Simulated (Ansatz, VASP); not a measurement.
One calculation of AlFe, two programs

File INCAR:

```
PREC     = Accurate       # precision mode
ENCUT    = 600            # plane-wave cutoff, eV
EDIFF    = 1E-6           # SCF threshold, eV
ISMEAR   = 0              # smearing method
SIGMA    = 0.05           # smearing width, eV
LREAL    = F              # projectors in reciprocal space
LASPH    = T              # aspherical terms in the spheres
NELM     = 200            # most SCF steps
ALGO     = Normal         # electronic algorithm
ISIF     = 2              # what is computed and relaxed
LWAVE    = F              # write WAVECAR
LCHARG   = T              # write CHGCAR
ISPIN    = 2              # spin polarisation
MAGMOM   = 0 0.78         # initial moments
LORBIT   = 11             # projections on sites
LMAXMIX  = 4              # l up to which the mixer works
GGA      = PE             # functional
LELF     = T              # ELF
LVHAR    = T            
NBANDS   = 16             # bands
GGA_COMPAT= F
```

File KPOINTS:

```
Automatic mesh
0
Gamma
  16 16 16
```

POSCAR

```
AlFe
1.0
    2.8353981897      0.0000000000      0.0000000000
    0.0000000000      2.8353981897      0.0000000000
    0.0000000000      0.0000000000      2.8353981897
Al Fe
1 1
Direct
    0.0000000000      0.0000000000      0.0000000000
    0.5000000000      0.5000000000      0.5000000000
```

Input for Ansatz:

```yaml
crystal:
  lattice:
    - [2.8353981897, 0.0, 0.0]
    - [0.0, 2.8353981897, 0.0]
    - [0.0, 0.0, 2.8353981897]
  atoms:
    - { symbol: Al, position: [0.0, 0.0, 0.0] }
    - { symbol: Fe, position: [0.5, 0.5, 0.5], spin: 0.78 }
basis:
  ecutwfc: 420
  ecutrho_ratio: 4
kpoints:
  mp_grid: { grid: [16, 16, 16] }
hamiltonian:
  xc: pbe
scf:
  occupations: { method: gaussian, width: 0.05 }
output:
  forces: true
  stress: true
  eigenvalues: true
  populations: true
magnetization:
  spin_polarized: true
```

Alike in both runs: task single point; functional PBE; k mesh 16 × 16 × 16; occupations gaussian, width 0.05 eV; collinear spin.

|  | VASP | Ansatz |
| --- | --- | --- |
| version | VASP 6.6.1 | Ansatz 0.2.0 |
| potentials or method | VASP PAW PBE potentials, release 64 (Al, Fe), cutoff 600 eV | scalar-relativistic, plane waves, PAW |
| valence electrons in the cell | 11 | 19 |

|  | VASP | Ansatz | Ansatz less VASP |
| --- | --- | --- | --- |
| gap on the k mesh at the Fermi level (eV) | none | none | - |
| pressure (GPa) | 7.8 | 7.9 | +0.06 |
| net moment per atom (μB) | 0.33 | 0.34 | +0.001 |
| size of the moment on the site where the two differ most (μB) | 0.70 | 0.69 | -0.008 |

Site moments also hang on the region over which each program counts them. A gap of «none» marks a metal or a gap that the smearing closes. With one functional, cell and mesh, what is left measures potentials, basis and numerics. VASP's potentials hold 11 valence electrons a cell and Ansatz's 19, so a difference there can come from the potentials and not from the codes.
